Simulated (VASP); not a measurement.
# Ta2SiO3 (P6mm) in VASP: single point with PBE

Aim: the single point of Ta2SiO3 with PBE.

Everything below comes from runs of VASP 6.6.1. Logs are shortened: lines on timing, memory, paths and dates and some standing lists are left out, and cuts for length are marked.

## 1. The cell of the first run

It takes space group P6mm (No. 183, hexagonal). The conventional cell has a = 5.148 Å, b = 5.148 Å, c = 3.801 Å, α = 90.00°, β = 90.00°, γ = 120.00°. Ta (site symmetry 3m) has 2 O at 1.87 to 1.93 Å within 2.5 Å. Si (site symmetry 6mm) has 2 O at 1.68 to 2.12 Å within 2.2 Å. Within 2.5 Å of O (site symmetry 3m) lie 2 Ta at 1.87 to 1.93 Å. Within 2.2 Å of O (site symmetry 6mm) lie 2 Si at 1.68 to 2.12 Å.

The cell was built from a structure type or drawn by symmetry, and may not be a known phase.

## 2. Single point, PBE

INCAR reads:

```
SYSTEM = Ta2SiO3
PREC = Accurate
ENCUT = 600
EDIFF = 1E-6
ISMEAR = 0
SIGMA = 0.15
LREAL = .False.
LASPH = .True.
NELM = 120
ALGO = Normal
ISIF = 2
LWAVE = .False.
LCHARG = .False.
GGA = PE
NBANDS = 31
GGA_COMPAT = .False.
```

KPOINTS reads:

```
Automatic mesh
0
Gamma
  3 3 3
  0 0 0
```

POSCAR reads:

```
Ta2SiO3
1.0
    5.1478587616      0.0000000000      0.0000000000
   -2.5739293808      4.4581764626      0.0000000000
    0.0000000000      0.0000000000      3.8005919408
Ta Si O
2 1 3
Direct
    0.3333333333      0.6666666667      0.3705957842
    0.6666666667      0.3333333333      0.3705957842
    0.0000000000      0.0000000000      0.3263683894
    0.3333333333      0.6666666667      0.8634273741
    0.6666666667      0.3333333333      0.8634273741
    0.0000000000      0.0000000000     -0.1145210861
```

Potentials or basis: VASP PAW PBE potentials, release 64 (Ta_pv, Si, O).

On the command line:

```sh
$ cat potpaw_PBE.64/Ta_pv/POTCAR potpaw_PBE.64/Si/POTCAR potpaw_PBE.64/O/POTCAR > POTCAR
$ mpirun -np 1 vasp_std > vasp.out
```

OUTCAR:

```text
SYSTEM = Ta2SiO3
   PREC = Accurate
   ENCUT = 600
   EDIFF = 1E-6
   ISMEAR = 0
   LREAL = .False.
   LASPH = .True.
   NELM = 120
   ISIF = 2
   GGA = PE

 ion  position               nearest neighbor table
   1  0.333  0.667  0.371-   4 1.87   4 1.93   2 2.97   2 2.97   2 2.97   3 2.98   3 2.98   3 2.98

   2  0.667  0.333  0.371-   5 1.87   5 1.93   1 2.97   1 2.97   1 2.97   3 2.98   3 2.98   3 2.98

   3  0.000  0.000  0.326-   6 1.68   6 2.12   2 2.98   1 2.98   1 2.98   2 2.98   2 2.98   1 2.98

   4  0.333  0.667  0.863-   1 1.87   1 1.93
   5  0.667  0.333  0.863-   2 1.87   2 1.93
   6  0.000  0.000  0.885-   3 1.68   3 2.12

  LATTYP: Found a hexagonal cell.
 ALAT       =     5.1478587616
 C/A-ratio  =     0.7382859781

  Lattice vectors:

 A1 = (   5.1478587616,   0.0000000000,   0.0000000000)
 A2 = (  -2.5739293808,   4.4581764626,   0.0000000000)
 A3 = (   0.0000000000,   0.0000000000,   3.8005919408)

Analysis of symmetry for initial positions (statically):
=====================================================================
 Subroutine PRICEL returns:
 Original cell was already a primitive cell.

 Routine SETGRP: Setting up the symmetry group for a
 hexagonal supercell.

 Subroutine GETGRP returns: Found 12 space group operations
 (whereof 12 operations were pure point group operations)
 out of a pool of 24 trial point group operations.

The static configuration has the point symmetry C_6v.

Analysis of symmetry for dynamics (positions and initial velocities):
=====================================================================
 Subroutine PRICEL returns:
 Original cell was already a primitive cell.

 Routine SETGRP: Setting up the symmetry group for a
 hexagonal supercell.

 Subroutine GETGRP returns: Found 12 space group operations
 (whereof 12 operations were pure point group operations)
 out of a pool of 24 trial point group operations.

The dynamic configuration has the point symmetry C_6v.

 Subroutine INISYM returns: Found 12 space group operations
 (whereof 12 operations are pure point group operations),
 and found     1 'primitive' translations

----------------------------------------------------------------------------------------

                                     Primitive cell

  volume of cell :      87.2238

  direct lattice vectors                    reciprocal lattice vectors
     5.147858762  0.000000000  0.000000000     0.194255524  0.112153479  0.000000000
    -2.573929381  4.458176463  0.000000000     0.000000000  0.224306958  0.000000000
     0.000000000  0.000000000  3.800591941     0.000000000  0.000000000  0.263116908

  length of vectors
     5.147858762  5.147858762  3.800591941     0.224306958  0.224306958  0.263116908

  position of ions in fractional coordinates (direct lattice)
     0.333333333  0.666666667  0.370595784
     0.666666667  0.333333333  0.370595784
     0.000000000  0.000000000  0.326368389
     0.333333333  0.666666667  0.863427374
     0.666666667  0.333333333  0.863427374
     0.000000000  0.000000000  0.885478914

  ion indices of the primitive-cell ions
   primitive index   ion index
                 1           1
                 2           2
                 3           3
                 4           4
                 5           5
                 6           6

----------------------------------------------------------------------------------------

 KPOINTS: Automatic mesh

Automatic generation of k-mesh.
 Grid dimensions read from file:
 generate k-points for:    3    3    3

 Generating k-lattice:

  Cartesian coordinates                     Fractional coordinates (reciprocal lattice)
     0.064751841  0.037384493  0.000000000     0.333333333  0.000000000  0.000000000
     0.000000000  0.074768986  0.000000000     0.000000000  0.333333333  0.000000000
     0.000000000  0.000000000  0.087705636     0.000000000  0.000000000  0.333333333

  Length of vectors
     0.074768986  0.074768986  0.087705636

  Shift w.r.t. Gamma in fractional coordinates (k-lattice)
     0.000000000  0.000000000  0.000000000

 Subroutine IBZKPT returns following result:
 ===========================================

 Found      6 irreducible k-points:

 Following reciprocal coordinates:
            Coordinates               Weight
  0.000000  0.000000  0.000000      1.000000
  0.333333  0.000000  0.000000      6.000000
  0.333333  0.333333  0.000000      2.000000
  0.000000  0.000000  0.333333      2.000000
  0.333333  0.000000  0.333333     12.000000
  0.333333  0.333333  0.333333      4.000000
   k-points           NKPTS =      6   k-points in BZ     NKDIM =      6   number of bands    NBANDS=     31
   number of dos      NEDOS =    301   number of ions     NIONS =      6
   total plane-waves  NPLWV =  52920
   dimension x,y,z NGX =    42 NGY =   42 NGZ =   30
   dimension x,y,z NGXF=    84 NGYF=   84 NGZF=   60
   ions per type =               2   1   3
   NGX,Y,Z   is equivalent  to a cutoff of  13.56, 13.56, 13.12 a.u.
   NGXF,Y,Z  is equivalent  to a cutoff of  27.13, 27.13, 26.25 a.u.
 SYSTEM =  Ta2SiO3
   PREC   = accura    normal or accurate (medium, high low for compatibility)
   ISTART =      0    job   : 0-new  1-cont  2-samecut
   ICHARG =      2    charge: 1-file 2-atom 10-const
   ISPIN  =      1    spin polarized calculation?
   LNONCOLLINEAR =      F non collinear calculations
   LSORBIT =      F    spin-orbit coupling
   LASPH  =      T    aspherical Exc in radial PAW
   ENCUT  =  600.0 eV  44.10 Ry    6.64 a.u.  10.28 10.28  7.59*2*pi/ulx,y,z
   NELM   =    120;   NELMIN=  2; NELMDL= -5     # of ELM steps
   EDIFF  = 0.1E-05   stopping-criterion for ELM
   LREAL  =      F    real-space projection
   EDIFFG = 0.1E-04   stopping-criterion for IOM
   NSW    =      0    number of steps for IOM
   IBRION =     -1    ionic relax: 0-MD 1-quasi-New 2-CG
   NFREE  =      0    steps in history (QN), initial steepest desc. (CG)
   ISIF   =      2    stress and relaxation
   ISYM   =      2    0-nonsym 1-usesym 2-fastsym
   POTIM  = 0.5000    time-step for ionic-motion
   TEBEG  =    0.0;   TEEND  =   0.0 temperature during run
   PSTRESS=    0.0 pullay stress
   NELECT =      44.0000    total number of electrons
   NUPDOWN=      -1.0000    fix difference up-down
   EMIN   =  10.00;   EMAX   =-10.00  energy-range for DOS
   EFERMI =   0.00;   METHOD = LEGACY
   ISMEAR =     0;   SIGMA  =   0.15  broadening in eV -4-tet -1-fermi 0-gaus
   EFERMI_NEDOS =   21; number of points for ismear=-14 and -15
   IALGO  =     38    algorithm
   IMIX   =      4    mixing-type and parameters
     AMIX     =   0.40;   BMIX     =  1.00
     AMIX_MAG =   1.60;   BMIX_MAG =  1.00
  volume/ion in A,a.u.               =      14.54        98.10
  Fermi-wavevector in a.u.,A,eV,Ry     =   1.303209  2.462708 23.107499  1.698353
  Thomas-Fermi vector in A             =   2.434226
   LORBIT       =      0    0 simple, 1 ext, 2 COOP (PROOUT), +10 PAW based schemes
   GGA     = PE    functional components
   LHFCALC =     F    Hartree Fock is set to
   AEXX    =    0.0000 exact exchange contribution
   IVDW    =     0    specifies the selected vdW correction
   LEPSILON=     F    determine dielectric tensor
   LRPA    =     F    only Hartree local field effects (RPA)
 non-spin polarized calculation
 Gauss-broadening in eV      SIGMA  =   0.15
  energy-cutoff  :      600.00
  volume of cell :       87.22
 maximum number of plane-waves:      2916
 NGX is ok and might be reduce to    42
   NGX = 21   NGY = 21   NGZ = 15

 number of electron      43.9999998 magnetization

 Free energy of the ion-electron system (eV)
  ---------------------------------------------------
  ext. energy  EPLUGINS =         0.00000000
  ---------------------------------------------------
  free energy    TOTEN  =       -51.05667762 eV

  energy without entropy =      -50.99998580  energy(sigma->0) =      -51.02833171

 E-fermi :   4.1584     XC(G=0): -10.9165

 val. band max:        4.1246489912   @ k =   0.0000   0.0000   0.0000
 cond. band min:       4.2205944298   @ k =   0.3333   0.3333   0.0000
 fundamental gap:      0.0959454385
 Fermi energy:         4.1584262580

 k-point     1 :       0.0000    0.0000    0.0000
  band No.  band energies     occupation
      1     -30.9985      2.00000
      2     -30.9192      2.00000
      3     -30.8035      2.00000
      4     -30.8035      2.00000
      5     -30.4462      2.00000
      6     -30.4462      2.00000
[... 23 lines left out ...]
     30      10.1641      0.00000
     31      10.1641      0.00000

 k-point     2 :       0.3333    0.0000    0.0000
  band No.  band energies     occupation
      1     -30.9818      2.00000
      2     -30.9360      2.00000
      3     -30.8254      2.00000
      4     -30.7445      2.00000
      5     -30.5086      2.00000
      6     -30.4232      2.00000
[... 23 lines left out ...]
     30       8.1273      0.00000
     31      10.4560      0.00000

 k-point     3 :       0.3333    0.3333    0.0000
  band No.  band energies     occupation
      1     -30.9589      2.00000
      2     -30.9589      2.00000
      3     -30.8473      2.00000
      4     -30.6270      2.00000
      5     -30.6270      2.00000
      6     -30.4013      2.00000
[... 23 lines left out ...]
     30      11.1707      0.00000
     31      11.1707      0.00000

 k-point     4 :       0.0000    0.0000    0.3333
  band No.  band energies     occupation
      1     -31.1339      2.00000
      2     -31.0458      2.00000
      3     -30.7975      2.00000
      4     -30.7975      2.00000
      5     -30.4412      2.00000
      6     -30.4412      2.00000
[... 23 lines left out ...]
     30      10.0473      0.00000
     31      10.0473      0.00000

 k-point     5 :       0.3333    0.0000    0.3333
  band No.  band energies     occupation
      1     -31.1153      2.00000
      2     -31.0645      2.00000
      3     -30.8192      2.00000
      4     -30.7385      2.00000
      5     -30.5034      2.00000
      6     -30.4184      2.00000
[... 23 lines left out ...]
     30       8.9558      0.00000
     31      10.6344      0.00000

 k-point     6 :       0.3333    0.3333    0.3333
  band No.  band energies     occupation
      1     -31.0899      2.00000
      2     -31.0899      2.00000
      3     -30.8409      2.00000
      4     -30.6215      2.00000
      5     -30.6215      2.00000
      6     -30.3966      2.00000
[... 23 lines left out ...]
     30      11.6395      0.00000
     31      12.0076      0.00000

------------------------ aborting loop because EDIFF is reached ----------------------------------------

  FORCE on cell =-STRESS in cart. coord.  units (eV):
  Direction    XX          YY          ZZ          XY          YZ          ZX
  --------------------------------------------------------------------------------------
  -------------------------------------------------------------------------------------
  Total       -0.1373189     -0.1373189      0.5897669      0.0000000      0.0000000      0.0000000
  in kB       -2.5223519     -2.5223519     10.8331774      0.0000000      0.0000000      0.0000000
  external PRESSURE =       1.9294912 kB  Pullay stress =       0.0000000 kB

 VOLUME and BASIS-vectors are now :
 -----------------------------------------------------------------------------
  energy-cutoff  :      600.00
  volume of cell :       87.22
      direct lattice vectors                 reciprocal lattice vectors
     5.147858762  0.000000000  0.000000000     0.194255524  0.112153479  0.000000000
    -2.573929381  4.458176463  0.000000000     0.000000000  0.224306958  0.000000000
     0.000000000  0.000000000  3.800591941     0.000000000  0.000000000  0.263116908

 POSITION                                       TOTAL-FORCE (eV/Angst)
 -----------------------------------------------------------------------------------
     -0.00000      2.97212      1.40848        -0.000000      0.000000     -0.064557
      2.57393      1.48606      1.40848         0.000000      0.000000     -0.064557
      0.00000      0.00000      1.24039        -0.000000      0.000000      0.122453
     -0.00000      2.97212      3.28154         0.000000     -0.000000      0.072401
      2.57393      1.48606      3.28154        -0.000000      0.000000      0.072401
      0.00000      0.00000      3.36534        -0.000000      0.000000     -0.138142
 -----------------------------------------------------------------------------------
    total drift:                               -0.000000     -0.000000      0.000703

  FREE ENERGIE OF THE ION-ELECTRON SYSTEM (eV)
  ---------------------------------------------------
  free  energy   TOTEN  =       -51.0566776166 eV

  energy  without entropy=      -50.9999857954  energy(sigma->0) =      -51.02833171
```

Wall time 17 s (1 thread of Intel Xeon 6975P-C (Granite Rapids), shared host); peak memory 0.22 GiB.

Results:

* Free energy: -51.0567 eV
* Pressure: 0.2 GPa
* Largest force: 0.138 eV/Å
* Band gap on the k mesh: zero (bands 22 and 23 overlap by 0.29 eV)

Forces on the atoms (eV/Å):
```
Ta   0.000  0.000 -0.065
Ta   0.000  0.000 -0.065
Si   0.000  0.000  0.122
O    0.000  0.000  0.072
O    0.000  0.000  0.072
O    0.000  0.000 -0.138
```

Levels at points of the mesh, in eV from the Fermi level:
```csv
k point,band 18,band 19,band 20,band 21,band 22,band 23,band 24,band 25,band 26,band 27
"(0.00, 0.00, 0.00)",-2.09,-2.09,-0.03,-0.03,0.25,0.25,0.43,0.43,0.99,2.02
```

Caveat: the k points lie up to 0.55 Å⁻¹ apart; spin-orbit coupling is left out, which moves the levels of the heavy elements.
